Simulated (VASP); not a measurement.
# Mg (Fm-3m) in VASP: notebook

Runs on Mg. Level: PBE. Tasks: relaxation of cell and atoms.

All numbers are computed with VASP 6.6.1; they aren't measurements. Logs are shortened: lines on timing, memory, paths and dates and some standing lists are left out, and cuts for length are marked.

**1. The cell of the first run**

It takes space group Fm-3m (No. 225, cubic). The conventional cell has a = 4.536 Å, b = 4.536 Å, c = 4.536 Å, α = 90.00°, β = 90.00°, γ = 90.00°. Within 4.2 Å of Mg (site symmetry m-3m) lie 12 Mg at 3.21 Å.

This isn't the form of Mg at room conditions, which is hcp.

**2. Relaxation of cell and atoms, PBE, target pressure -0.31 GPa, at which the enthalpy is minimised**

File INCAR:

```
PREC = Accurate ; ENCUT = 600
EDIFF = 1E-7 ; ISMEAR = -1
SIGMA = 0.08 ; LREAL = F
LASPH = T ; NELM = 100
ALGO = Normal ; ISIF = 3
LWAVE = F ; LCHARG = F
GGA = PE ; IBRION = 2
NSW = 60 ; EDIFFG = -0.005
PSTRESS = -3.1
```

File KPOINTS:

```
Automatic mesh
0
Gamma
  15 15 15
```

File POSCAR:

```
Mg
1.0
    0.0000000000      2.2680606932      2.2680606932
    2.2680606932      0.0000000000      2.2680606932
    2.2680606932      2.2680606932      0.0000000000
Mg
1
Direct
    0.0000000000      0.0000000000      0.0000000000
```

Potentials or basis: VASP PAW PBE potentials, release 64 (Mg).

The run is started by

```
> cat potpaw_PBE.64/Mg/POTCAR > POTCAR
> mpirun -np 1 vasp_std > vasp.out
```

OUTCAR:

```text
PREC = Accurate
   ENCUT = 600
   EDIFF = 1E-7
   ISMEAR = -1
   LREAL = F
   LASPH = T
   NELM = 100
   ISIF = 3
   GGA = PE
   IBRION = 2
   NSW = 60
   EDIFFG = -0.005
   PSTRESS = -3.1

 ion  position               nearest neighbor table
   1  0.000  0.000  0.000-

  LATTYP: Found a face centered cubic cell.
 ALAT       =     4.5361213864

  Lattice vectors:

 A1 = (   0.0000000000,   2.2680606932,   2.2680606932)
 A2 = (   2.2680606932,   0.0000000000,   2.2680606932)
 A3 = (   2.2680606932,   2.2680606932,   0.0000000000)

Analysis of symmetry for initial positions (statically):
=====================================================================
 Subroutine PRICEL returns:
 Original cell was already a primitive cell.

 Routine SETGRP: Setting up the symmetry group for a
 face centered cubic supercell.

 Subroutine GETGRP returns: Found 48 space group operations
 (whereof 48 operations were pure point group operations)
 out of a pool of 48 trial point group operations.

The static configuration has the point symmetry O_h .

Analysis of symmetry for dynamics (positions and initial velocities):
=====================================================================
 Subroutine PRICEL returns:
 Original cell was already a primitive cell.

 Routine SETGRP: Setting up the symmetry group for a
 face centered cubic supercell.

 Subroutine GETGRP returns: Found 48 space group operations
 (whereof 48 operations were pure point group operations)
 out of a pool of 48 trial point group operations.

The dynamic configuration has the point symmetry O_h .

 Subroutine INISYM returns: Found 48 space group operations
 (whereof 48 operations are pure point group operations),
 and found     1 'primitive' translations

----------------------------------------------------------------------------------------

                                     Primitive cell

  volume of cell :      23.3343

  direct lattice vectors                    reciprocal lattice vectors
     0.000000000  2.268060693  2.268060693    -0.220452654  0.220452654  0.220452654
     2.268060693  0.000000000  2.268060693     0.220452654 -0.220452654  0.220452654
     2.268060693  2.268060693  0.000000000     0.220452654  0.220452654 -0.220452654

  length of vectors
     3.207522193  3.207522193  3.207522193     0.381835198  0.381835198  0.381835198

  position of ions in fractional coordinates (direct lattice)
     0.000000000  0.000000000  0.000000000

  ion indices of the primitive-cell ions
   primitive index   ion index
                 1           1

----------------------------------------------------------------------------------------

 KPOINTS: Automatic mesh

Automatic generation of k-mesh.
 Grid dimensions read from file:
 generate k-points for:   15   15   15

 Generating k-lattice:

  Cartesian coordinates                     Fractional coordinates (reciprocal lattice)
    -0.014696844  0.014696844  0.014696844     0.066666667  0.000000000  0.000000000
     0.014696844 -0.014696844  0.014696844     0.000000000  0.066666667  0.000000000
     0.014696844  0.014696844 -0.014696844     0.000000000  0.000000000  0.066666667

  Length of vectors
     0.025455680  0.025455680  0.025455680

  Shift w.r.t. Gamma in fractional coordinates (k-lattice)
     0.000000000  0.000000000  0.000000000

 Subroutine IBZKPT returns following result:
 ===========================================

 Found    120 irreducible k-points:

 Following reciprocal coordinates:
            Coordinates               Weight
  0.000000  0.000000  0.000000      1.000000
  0.066667  0.000000  0.000000      8.000000
  0.133333  0.000000  0.000000      8.000000
  0.200000  0.000000  0.000000      8.000000
  0.266667  0.000000  0.000000      8.000000
  0.333333  0.000000  0.000000      8.000000
[... 16 lines left out ...]
  0.133333  0.133333  0.000000      6.000000
  0.200000  0.133333  0.000000     24.000000
 [... further k-points ...]
   k-points           NKPTS =    120   k-points in BZ     NKDIM =    120   number of bands    NBANDS=      5
   number of dos      NEDOS =    301   number of ions     NIONS =      1
   total plane-waves  NPLWV =  21952
   dimension x,y,z NGX =    28 NGY =   28 NGZ =   28
   dimension x,y,z NGXF=    56 NGYF=   56 NGZF=   56
   ions per type =               1
   NGX,Y,Z   is equivalent  to a cutoff of  14.51, 14.51, 14.51 a.u.
   NGXF,Y,Z  is equivalent  to a cutoff of  29.02, 29.02, 29.02 a.u.
 SYSTEM =  unknown system
   PREC   = accura    normal or accurate (medium, high low for compatibility)
   ISTART =      0    job   : 0-new  1-cont  2-samecut
   ICHARG =      2    charge: 1-file 2-atom 10-const
   ISPIN  =      1    spin polarized calculation?
   LNONCOLLINEAR =      F non collinear calculations
   LSORBIT =      F    spin-orbit coupling
   LASPH  =      T    aspherical Exc in radial PAW
   ENCUT  =  600.0 eV  44.10 Ry    6.64 a.u.   6.41  6.41  6.41*2*pi/ulx,y,z
   NELM   =    100;   NELMIN=  2; NELMDL= -5     # of ELM steps
   EDIFF  = 0.1E-06   stopping-criterion for ELM
   LREAL  =      F    real-space projection
   EDIFFG = -.5E-02   stopping-criterion for IOM
   NSW    =     60    number of steps for IOM
   IBRION =      2    ionic relax: 0-MD 1-quasi-New 2-CG
   NFREE  =      1    steps in history (QN), initial steepest desc. (CG)
   ISIF   =      3    stress and relaxation
   ISYM   =      2    0-nonsym 1-usesym 2-fastsym
   POTIM  = 0.5000    time-step for ionic-motion
   TEBEG  =    0.0;   TEEND  =   0.0 temperature during run
   PSTRESS=   -3.1 pullay stress
   NELECT =       2.0000    total number of electrons
   NUPDOWN=      -1.0000    fix difference up-down
   EMIN   =  10.00;   EMAX   =-10.00  energy-range for DOS
   EFERMI =   0.00;   METHOD = LEGACY
   ISMEAR =    -1;   SIGMA  =   0.08  broadening in eV -4-tet -1-fermi 0-gaus
   EFERMI_NEDOS =   21; number of points for ismear=-14 and -15
   IALGO  =     38    algorithm
   IMIX   =      4    mixing-type and parameters
     AMIX     =   0.40;   BMIX     =  1.00
     AMIX_MAG =   1.60;   BMIX_MAG =  1.00
  volume/ion in A,a.u.               =      23.33       157.47
  Fermi-wavevector in a.u.,A,eV,Ry     =   0.721805  1.364015  7.088678  0.521003
  Thomas-Fermi vector in A             =   1.811607
   LORBIT       =      0    0 simple, 1 ext, 2 COOP (PROOUT), +10 PAW based schemes
   GGA     = PE    functional components
   LHFCALC =     F    Hartree Fock is set to
   AEXX    =    0.0000 exact exchange contribution
   IVDW    =     0    specifies the selected vdW correction
   LEPSILON=     F    determine dielectric tensor
   LRPA    =     F    only Hartree local field effects (RPA)
 conjugate gradient relaxation of ions
 non-spin polarized calculation
  energy-cutoff  :      600.00
  volume of cell :       23.33
 maximum number of plane-waves:       794
 NGX is ok and might be reduce to    28
   NGX = 13   NGY = 13   NGZ = 13

--------------------------------------- Ionic step        1  -------------------------------------------

 number of electron       2.0000000 magnetization

 Free energy of the ion-electron system (eV)
  ---------------------------------------------------
  ext. energy  EPLUGINS =         0.00000000
  ---------------------------------------------------
  free energy    TOTEN  =        -1.49747205 eV

  energy without entropy =       -1.48729204  energy(sigma->0) =       -1.49238205

------------------------ aborting loop because EDIFF is reached ----------------------------------------

  FORCE on cell =-STRESS in cart. coord.  units (eV):
  Direction    XX          YY          ZZ          XY          YZ          ZX
  --------------------------------------------------------------------------------------
  -------------------------------------------------------------------------------------
  Total       -0.0626668     -0.0626668     -0.0626668     -0.0000000     -0.0000000     -0.0000000
  in kB       -4.3028268     -4.3028268     -4.3028268     -0.0000000     -0.0000000     -0.0000000
  external PRESSURE =      -1.2028268 kB  Pullay stress =      -3.1000000 kB

 VOLUME and BASIS-vectors are now :
 -----------------------------------------------------------------------------
  energy-cutoff  :      600.00
  volume of cell :       23.33
      direct lattice vectors                 reciprocal lattice vectors
     0.000000000  2.268060693  2.268060693    -0.220452654  0.220452654  0.220452654
     2.268060693  0.000000000  2.268060693     0.220452654 -0.220452654  0.220452654
     2.268060693  2.268060693  0.000000000     0.220452654  0.220452654 -0.220452654
[... 44 lines left out ...]
  FREE ENERGIE OF THE ION-ELECTRON SYSTEM (eV)
  ---------------------------------------------------
  free  energy   TOTEN  =        -1.4976152836 eV

  energy  without entropy=       -1.4874552143  energy(sigma->0) =       -1.49253525

  enthalpy is  TOTEN    =        -1.5426495991 eV   P V=       -0.0450343156

--------------------------------------- Ionic step        3  -------------------------------------------

 number of electron       2.0000000 magnetization

 Free energy of the ion-electron system (eV)
  ---------------------------------------------------
  ext. energy  EPLUGINS =         0.00000000
  ---------------------------------------------------
  free energy    TOTEN  =        -1.49766837 eV

  energy without entropy =       -1.48751693  energy(sigma->0) =       -1.49259265

 E-fermi :   2.5292     XC(G=0):  -8.4526

 val. band max:        2.4513271420   @ k =  -0.4000   0.2667   0.0667
 cond. band min:       2.5427064703   @ k =  -0.3333   0.4000   0.2000
 fundamental gap:      0.0913793283
 Fermi energy:         2.5292147886

 k-point     1 :       0.0000    0.0000    0.0000
  band No.  band energies     occupation
      1      -4.3103      2.00000
      2      14.8372      0.00000
      3      14.8372      0.00000
      4      14.8372      0.00000
      5      16.7022      0.00000

 k-point     2 :       0.0667    0.0000    0.0000
  band No.  band energies     occupation
      1      -4.2123      2.00000
      2      13.3097      0.00000
      3      14.6016      0.00000
      4      14.6016      0.00000
      5      16.7448      0.00000

 k-point     3 :       0.1333    0.0000    0.0000
  band No.  band energies     occupation
      1      -3.9189      2.00000
      2      11.1308      0.00000
      3      14.1894      0.00000
      4      14.1894      0.00000
      5      16.4588      0.00000
[... 153 lines left out ...]
 k-point    23 :       0.1333    0.1333    0.0000
  band No.  band energies     occupation
      1      -3.7887      2.00000
      2      12.4486      0.00000
      3      12.7204      0.00000
      4      12.7204      0.00000
      5      15.2067      0.00000

 k-point    24 :       0.2000    0.1333    0.0000
  band No.  band energies     occupation
      1      -3.4318      2.00000
      2      10.5964      0.00000
      3      12.2129      0.00000
      4      12.8895      0.00000
      5      14.6577      0.00000

 [... further k-points ...]

------------------------ aborting loop because EDIFF is reached ----------------------------------------

  FORCE on cell =-STRESS in cart. coord.  units (eV):
  Direction    XX          YY          ZZ          XY          YZ          ZX
  --------------------------------------------------------------------------------------
  -------------------------------------------------------------------------------------
  Total       -0.0445578     -0.0445578     -0.0445578      0.0000000      0.0000000     -0.0000000
  in kB       -3.0706433     -3.0706433     -3.0706433      0.0000000      0.0000000     -0.0000000
  external PRESSURE =       0.0293567 kB  Pullay stress =      -3.1000000 kB

 VOLUME and BASIS-vectors are now :
 -----------------------------------------------------------------------------
  energy-cutoff  :      600.00
  volume of cell :       23.25
      direct lattice vectors                 reciprocal lattice vectors
     0.000000000  2.265296681  2.265296681    -0.220721641  0.220721641  0.220721641
     2.265296681 -0.000000000  2.265296681     0.220721641 -0.220721641  0.220721641
     2.265296681  2.265296681 -0.000000000     0.220721641  0.220721641 -0.220721641

 POSITION                                       TOTAL-FORCE (eV/Angst)
 -----------------------------------------------------------------------------------
      0.00000      0.00000      0.00000         0.000000      0.000000      0.000000
 -----------------------------------------------------------------------------------
    total drift:                               -0.000000     -0.000000      0.000000

  FREE ENERGIE OF THE ION-ELECTRON SYSTEM (eV)
  ---------------------------------------------------
  free  energy   TOTEN  =        -1.4976683731 eV

  energy  without entropy=       -1.4875169310  energy(sigma->0) =       -1.49259265

  enthalpy is  TOTEN    =        -1.5426521973 eV   P V=       -0.0449838242

 reached required accuracy - stopping structural energy minimisation
```

Wall time 10 s (1 thread of AMD EPYC 9R45 (Zen 5), shared host); peak memory 0.14 GiB.

Results:

```
Free energy                                                : -1.4977 eV
Relaxed volume                                             : 23.25 Å³/atom
Relaxed cell                                               : a = 3.204 Å, b = 3.204 Å, c = 3.204 Å, α = 60.00°, β = 60.00°, γ = 60.00°
Space group after relaxing (to 0.1 Å)                      : Fm-3m (No. 225)
Energy change on relaxing (the run minimises the enthalpy) : -0.2 meV/atom
Ionic steps                                                : 3
Pressure after relaxing                                    : -0.3 GPa
Band gap on the k mesh                                     : zero (bands 1 and 2 overlap by 2.22 eV)
```

The path:
```csv
step,energy change (eV),largest force (eV/Å),pressure (GPa),volume (Å³)
1,0.0000,0.0000,-0.43,23.33
2,-0.0001,0.0000,-0.35,23.28
3,-0.0002,0.0000,-0.31,23.25
```

Final structure:
```cif
data_structure
_symmetry_space_group_name_H-M 'P 1'
_symmetry_Int_Tables_number 1
_cell_length_a 3.2036
_cell_length_b 3.2036
_cell_length_c 3.2036
_cell_angle_alpha 60.000
_cell_angle_beta 60.000
_cell_angle_gamma 60.000
_cell_volume 23.25
loop_
_atom_site_label
_atom_site_type_symbol
_atom_site_fract_x
_atom_site_fract_y
_atom_site_fract_z
_atom_site_occupancy
Mg1 Mg 0.00000 0.00000 0.00000 1
```

Levels at points of the mesh, in eV from the Fermi level:
| k point | band 1 | band 2 | band 3 | band 4 | band 5 |
| --- | --- | --- | --- | --- | --- |
| (0.00, 0.00, 0.00) | -6.84 | 12.31 | 12.31 | 12.31 | 14.17 |

Caveat: the cell is relaxed towards a set pressure, so the run minimises the enthalpy, not the energy.

**3. Relaxation of cell and atoms, PBE, target pressure -0.31 GPa, at which the enthalpy is minimised**

File INCAR:

```
SYSTEM = Mg
ALGO = Normal
EDIFF = 1E-6
EDIFFG = -0.005
ENCUT = 600
GGA = PE
IBRION = 2
ISIF = 3
ISMEAR = -1
LASPH = .True.
LCHARG = .False.
LREAL = .False.
LWAVE = .False.
NELM = 100
NSW = 32
PREC = Accurate
PSTRESS = -3.1
SIGMA = 0.08
```

File KPOINTS:

```
k-points
0
Gamma
  15 15 15
  0 0 0
```

POSCAR is that of step 2.

Potentials or basis: VASP PAW PBE potentials, release 64 (Mg).

The run is started by

```
> cat potpaw_PBE.64/Mg/POTCAR > POTCAR
> mpirun -np 1 vasp_std > vasp.out
```

Wall time 9.7 s (1 thread of AMD EPYC 9R45 (Zen 5), shared host); peak memory 0.14 GiB.

It converged, with:

* Free energy: -1.4977 eV
* Relaxed volume: 23.25 Å³/atom
* Relaxed cell: a = 3.204 Å, b = 3.204 Å, c = 3.204 Å, α = 60.00°, β = 60.00°, γ = 60.00°
* Space group after relaxing (to 0.1 Å): Fm-3m (No. 225)
* Energy change on relaxing (the run minimises the enthalpy): -0.2 meV/atom
* Ionic steps: 3
* Pressure after relaxing: -0.3 GPa
* Band gap on the k mesh: zero (bands 1 and 2 overlap by 2.22 eV)

Step by step:
```tsv
step	energy change (eV)	largest force (eV/Å)	pressure (GPa)	volume (Å³)
1	0.0000	0.0000	-0.43	23.33
2	-0.0001	0.0000	-0.35	23.28
3	-0.0002	0.0000	-0.31	23.25
```

Final structure:
```xyz
1
Lattice="0.0000 2.2653 2.2653 2.2653 0.0000 2.2653 2.2653 2.2653 0.0000" Properties=species:S:1:pos:R:3 pbc="T T T"
Mg    0.0000    0.0000    0.0000
```

Levels at points of the mesh, in eV from the Fermi level:
```
           k point  band 1  band 2  band 3  band 4  band 5
(0.00, 0.00, 0.00)   -6.84   12.31   12.31   12.31   14.17
```

Caveat: the cell is relaxed towards a set pressure, so the run minimises the enthalpy, not the energy.
